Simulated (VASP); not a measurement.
Wanted: the native input for a VASP 6.6.1 run.

| Item | Value |
| --- | --- |
| Task | single point |
| Functional | PBE |
| Potentials or basis | VASP PAW PBE potentials, release 64 (Hf_pv, Si, O) |
| Cutoff | 520 eV |
| k mesh | 12 × 12 × 2 |
| Occupations | gaussian, width 0.1 eV |
| Spin | no spin polarisation |
| Dipole correction | no |
| Further INCAR settings | ALGO = Normal; EDIFF = 1e-07; NBANDS = 33 |

The structure of Hf2SiO4 lies in POSCAR:

```
Hf2SiO4
1.0
    3.2014733991      0.0000000000      0.0000000000
   -1.6007366996      2.7725572932      0.0000000000
    0.0000000000      0.0000000000     14.5092015164
Hf Si O
2 1 4
Direct
    0.0000000000      0.0000000000      0.6766414926
    0.0000000000      0.0000000000      0.3233585074
    0.0000000000      0.0000000000      0.0000000000
    0.3333333333      0.6666666667      0.6082489443
    0.6666666667      0.3333333333      0.3917510557
    0.6666666667      0.3333333333      0.7450303135
    0.3333333333      0.6666666667      0.2549696865
```

This cell differs from its parent crystal: volume scaled by 0.88, then relaxed in part.

The input as run:

INCAR

```
  PREC = Accurate
  ENCUT = 520
  EDIFF = 1E-7
  ISMEAR = 0
  SIGMA = 0.1
  LREAL = F
  LASPH = T
  NELM = 60
  ALGO = Normal
  ISIF = 2
  LWAVE = F
  LCHARG = F
  GGA = PE
  NBANDS = 33
```

KPOINTS

```
Automatic mesh
0
Gamma
  12 12 2
```

Potentials or basis: VASP PAW PBE potentials, release 64 (Hf_pv, Si, O).

Run with:

```bash
$ cat potpaw_PBE.64/Hf_pv/POTCAR potpaw_PBE.64/Si/POTCAR potpaw_PBE.64/O/POTCAR > POTCAR
$ mpirun -np 1 vasp_std > vasp.out
```

It gave:

```
Pressure               : -0.9 GPa
Largest force          : 0.203 eV/Å
Band gap on the k mesh : zero (band 24 reaches 2.80 eV, above the bottom of band 25 at 1.60 eV)
```

Caveat: spin-orbit coupling is left out, which moves the levels of the heavy elements.

It took 80 s on 1 thread of Intel(R) Xeon(R) 6975P-C (Granite Rapids) (shared host), peak memory 0.31 GiB.
